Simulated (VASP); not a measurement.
# SnTe: single point with LDA

Crystal: SnTe.

```
Sn Te
1.0
     3.90158    0.00000    0.00000
     0.00000    3.90158    0.00000
     0.00000    0.00000    3.90158
Sn Te
1 1
Cartesian
  0.0000 0.0000 0.0000
  1.9508 1.9508 1.9508
```

This cell differs from its parent crystal: functional LDA, strained.

```json
{
 "Program": "VASP 6.6.1",
 "Task": "single point",
 "Functional": "LDA",
 "Potentials or basis": "VASP PAW LDA potentials, release 64 (Sn_d, Te)",
 "Cutoff": "520 eV",
 "k mesh": "12 × 12 × 12",
 "Occupations": "gaussian, width 0.1 eV",
 "Spin": "no spin polarisation",
 "Dipole correction": "no",
 "Further INCAR settings": "ALGO = Normal; EDIFF = 1e-06; NBANDS = 17"
}
```

- Pressure: -4.1 GPa
- Band gap on the k mesh: zero (band 10 reaches 7.29 eV, above the bottom of band 11 at 5.54 eV)

Levels at points of the mesh, in eV from the Fermi level:
```
           k point  band 8  band 9  band 10  band 11  band 12  band 13
(0.00, 0.00, 0.00)   -1.71   -1.71    -1.71     3.64     3.64     5.27
(0.50, 0.00, 0.00)   -0.22   -0.22    -0.03     0.14     2.13     2.13
(0.50, 0.50, 0.00)   -4.75   -4.75     0.32     3.29     3.74     3.74
(0.50, 0.50, 0.50)   -2.82   -2.82    -2.82    -1.32    -1.32    -1.32
```

Run time: 30 s on 1 thread of Intel(R) Xeon(R) 6975P-C (Granite Rapids) (shared host), peak memory 0.2 GiB.

Caveat: the cell differs from its parent crystal (functional LDA, strained); spin-orbit coupling is left out, which moves the levels of the heavy elements.
